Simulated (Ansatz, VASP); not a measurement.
**Two plane-wave programs on GaAs**

```xyz
2
Lattice="0.0000 2.8298 2.8298 2.8298 0.0000 2.8298 2.8298 2.8298 0.0000" Properties=species:S:1:pos:R:3 pbc="T T T"
Ga    0.0000    0.0000    0.0000
As    4.2446    4.2446    4.2446
```

Alike in both runs: task single point; functional PBEsol; k mesh 4 × 4 × 4; occupations gaussian, width 0.01 eV; no spin polarisation.

```csv
,VASP,Ansatz
version,VASP 6.6.1,Ansatz 0.2.0
potentials or method,"VASP PAW PBE potentials, release 64 (Ga_d, As), cutoff 500 eV","scalar-relativistic, plane waves, PAW"
valence electrons in the cell,18,28
```

VASP gave:

```
gap on the k mesh at the Fermi level (eV) : 0.42
least direct gap on the mesh (eV)         : 0.42
pressure (GPa)                            : 0.4
```

Estimate Ansatz's values.

gap on the k mesh at the Fermi level (eV): 0.41; least direct gap on the mesh (eV): 0.41; pressure (GPa): 0.2.

VASP's potentials were made for PBE, not for PBEsol, and Ansatz warns of the same on its side. The functional is the same, so the differences come from potentials, cutoffs and numerics. VASP's potentials hold 18 valence electrons a cell and Ansatz's 28, so a difference there can come from the potentials and not from the codes.

The k mesh is coarse, so the values compare programs but aren't converged.
